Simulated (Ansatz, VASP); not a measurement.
# One calculation of Al, two programs

```
Al
1.0
     4.36338    0.00000    0.00000
    -2.18169    3.77880    0.00000
     0.00000    0.00000    2.99592
Al
3
Direct
  0.33340 0.00000 0.33333
  0.00000 0.33340 0.66667
  0.66660 0.66660 0.00000
```

Alike in both runs: functional r2SCAN; k mesh 6 × 6 × 4; occupations gaussian, width 0.1 eV; no spin polarisation.

Ansatz relaxed the structure, and its values are those at the end. VASP's run is a single point on that final structure, the one shown.

|  | VASP | Ansatz |
| --- | --- | --- |
| version | VASP 6.6.1 | Ansatz 0.2.0 |
| potentials or method | VASP PAW PBE potentials, release 64 (Al), cutoff 520 eV | scalar-relativistic, plane waves, PAW |
| valence electrons in the cell | 9 | 9 |

VASP gave:

```
gap on the k mesh at the Fermi level (eV) : none
pressure (GPa)                            : -0.2
```

Q: What did Ansatz give for the same quantities?

A: gap on the k mesh at the Fermi level (eV): none; pressure (GPa): 0.1.

VASP's potentials were made for PBE, not for r2SCAN. A gap of «none» marks a metal or a gap that the smearing closes.

The k mesh is coarse, so the values compare programs but aren't converged.
